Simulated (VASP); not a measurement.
Here is a VASP 6.6.1 calculation.

INCAR

```
ALGO = Normal
EDIFF = 1E-7
EDIFFG = -0.3
ENCUT = 520
GGA = PE
IBRION = 2
ISIF = 2
ISMEAR = -1
IVDW = 12
LASPH = T
LCHARG = F
LREAL = Auto
LWAVE = F
NELM = 60
NSW = 35
PREC = Accurate
SIGMA = 0.02
```

The input KPOINTS:

```
k-points
0
Gamma
  1 1 1
```

File POSCAR:

```
H4C
1.0
    7.2304270000      0.0000000000      0.0000000000
    0.0000000000      7.2304270000      0.0000000000
    0.0000000000      0.0000000000      7.2304270000
C H
6 24
Direct
    0.2108897000      0.8058428000      0.1014667000
    0.6778865000      0.8458077000      0.9216374000
    0.9510370000      0.1273339000      0.4260368000
    0.4424164000      0.1961776000      0.5102627000
    0.8999594000      0.5133534000      0.2043303000
    0.1476863000      0.5131233000      0.7188208000
    0.3558967000      0.8088408000      0.1424067000
    0.1239978000      0.8270789000      0.2227554000
    0.1789256000      0.6722160000      0.0395450000
    0.1847385000      0.9152353000      0.0011597000
    0.7660473000      0.9320775000      1.0082245000
    0.5905859000      0.7595138000      1.0090677000
    0.7637373000      0.7580880000      0.8341900000
    0.5911758000      0.9335515000      0.8350672000
    0.8534873000      0.2086690000      0.5071589000
    0.8881145000     -0.0045935000      0.3893212000
    1.0756126000      0.1027162000      0.5071971000
    0.9869335000      0.2025440000      0.3004701000
    0.5919268000      0.2150039000      0.5123420000
    0.3969631000      0.1403893000      0.6426779000
    0.4053797000      0.1003500000      0.4000019000
    0.3753959000      0.3289674000      0.4860292000
    0.9559541000      0.6526885000      0.2170754000
    0.8725568000      0.4574763000      0.3415854000
    0.9996540000      0.4254525000      0.1332914000
    0.7716726000      0.5177962000      0.1253690000
    0.1360053000      0.6423558000      0.6421747000
    0.0646437000      0.4070063000      0.6513283000
    0.0981874000      0.5336108000      0.8596833000
    0.2919089000      0.4695202000      0.7220969000
```

Potentials or basis: VASP PAW PBE potentials, release 64 (C, H).

The run is started by

```bash
$ cat potpaw_PBE.64/C/POTCAR potpaw_PBE.64/H/POTCAR > POTCAR
$ mpirun -np 1 vasp_gam > vasp.out
```

Q: What does it give for the energy gained by relaxing?

A: 1.4 meV/atom.

Q: Predict the band gap on the k mesh.

A: 6.86 eV.

Q: Estimate the dispersion energy per atom.

A: -0.027 eV.

Stress tensor (GPa, compression positive):
```
 1.17  0.30 -0.18
 0.30  0.91 -0.09
-0.18 -0.09  0.29
```

Caveat: the k points lie up to 0.87 Å⁻¹ apart.
